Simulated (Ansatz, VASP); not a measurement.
One calculation of Cd3InO, two programs

File INCAR:

```
SYSTEM = Cd3InO
  PREC = Accurate
  ENCUT = 520
  EDIFF = 1E-6
  ISMEAR = 0
  SIGMA = 0.1
  LREAL = .False.
  LASPH = .True.
  NELM = 150
  ALGO = Normal
  ISIF = 2
  LWAVE = .False.
  LCHARG = .False.
  ISPIN = 2
  MAGMOM = 0 0 0 0 1
  LORBIT = 11
  GGA = PE
  NBANDS = 40
```

Contents of KPOINTS:

```
Automatic mesh
0
Gamma
  4 4 2
  0 0 0
```

File POSCAR:

```
Cd3InO
1.0
    4.2077370978      0.0000000000      0.0000000000
    0.0000000000      4.2077370978      0.0000000000
    0.0000000000      0.0000000000      8.3710259127
Cd In O
3 1 1
Direct
    0.0000000000      0.0000000000      0.7619357388
    0.5000000000      0.0000000000      0.3540408741
    0.0000000000      0.5000000000      0.3540408741
    0.0000000000      0.0000000000      0.0976721313
    0.0000000000      0.0000000000      0.5113779317
```

Input for Ansatz:

```yaml
crystal:
  lattice:
    - [4.2077370978, 0.0, 0.0]
    - [0.0, 4.2077370978, 0.0]
    - [0.0, 0.0, 8.3710259127]
  atoms:
    - { symbol: Cd, position: [0.0, 0.0, 0.7619357388] }
    - { symbol: Cd, position: [0.5, 0.0, 0.3540408741] }
    - { symbol: Cd, position: [0.0, 0.5, 0.3540408741] }
    - { symbol: In, position: [0.0, 0.0, 0.0976721313] }
    - { symbol: O, position: [0.0, 0.0, 0.5113779317], spin: 1.0 }
basis:
  ecutwfc: 420
kpoints:
  mp_grid: { grid: [4, 4, 2] }
hamiltonian:
  xc: pbe
scf:
  occupations: { method: gaussian, width: 0.1 }
  lower_state_search: "off"
output:
  forces: true
  stress: true
  eigenvalues: true
  populations: true
magnetization:
  spin_polarized: true
```

Alike in both runs: task single point; functional PBE; k mesh 4 × 4 × 2; occupations gaussian, width 0.1 eV; collinear spin.

|  | VASP | Ansatz |
| --- | --- | --- |
| version | VASP 6.6.1 | Ansatz 0.2.0 |
| potentials or method | VASP PAW PBE potentials, release 64 (Cd, In_d, O), cutoff 520 eV | scalar-relativistic, plane waves, PAW |
| valence electrons in the cell | 55 | 79 |

```csv
,VASP,Ansatz,Ansatz less VASP
gap on the k mesh at the Fermi level (eV),none,none,-
pressure (GPa),0.3,0.0,-0.26
"traceless stress, the component that is largest in VASP (GPa)",0.35,0.12,-0.230
rms of the force components (eV/Å),0.048,0.008,-0.0395
net moment per atom (μB),0.00,0.00,0.000
```

Atom by atom the forces differ by 0.047 eV/Å (rms over components). A gap of «none» marks a metal or a gap that the smearing closes. VASP's potentials hold 55 valence electrons a cell and Ansatz's 79, so a difference there can come from the potentials and not from the codes. Ansatz's warnings: seeded moment not kept.

The k mesh is coarse, so the values compare programs but aren't converged.
